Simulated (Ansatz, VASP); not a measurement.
Si2B3: VASP beside Ansatz

```
Si B
1.0
     3.04629    0.00000    0.00000
     0.00000    3.04629    0.00000
     0.00000    0.00000    4.89868
Si B
2 3
Direct
  0.50000 0.00000 0.33470
  0.00000 0.50000 0.66530
  0.00000 0.50000 0.23151
  0.50000 0.00000 0.76849
  0.50000 0.50000 0.00000
```

Change from the starting cell: species swapped into the Er2Se3 type (P-4m2, No. 115).

Alike in both runs: functional PBE; k mesh 6 × 6 × 3; occupations gaussian, width 0.2 eV; no spin polarisation.

Ansatz relaxed the structure, and its values are those at the end. VASP's run is a single point on that final structure, the one shown.

```csv
,VASP,Ansatz
version,VASP 6.6.1,Ansatz 0.2.0
potentials or method,"VASP PAW PBE potentials, release 64 (Si, B), cutoff 500 eV","scalar-relativistic, plane waves, PAW"
valence electrons in the cell,17,17
```

|  | VASP | Ansatz | Ansatz less VASP |
| --- | --- | --- | --- |
| gap on the k mesh at the Fermi level (eV) | none | none | - |
| pressure (GPa) | 0.1 | 0.2 | +0.04 |
| rms of the force components (eV/Å) | 0.003 | 0.004 | +0.0010 |

A gap of «none» marks a metal or a gap that the smearing closes. With one functional, cell and mesh, what is left measures potentials, basis and numerics.

The k mesh is coarse, so the values compare programs but aren't converged.
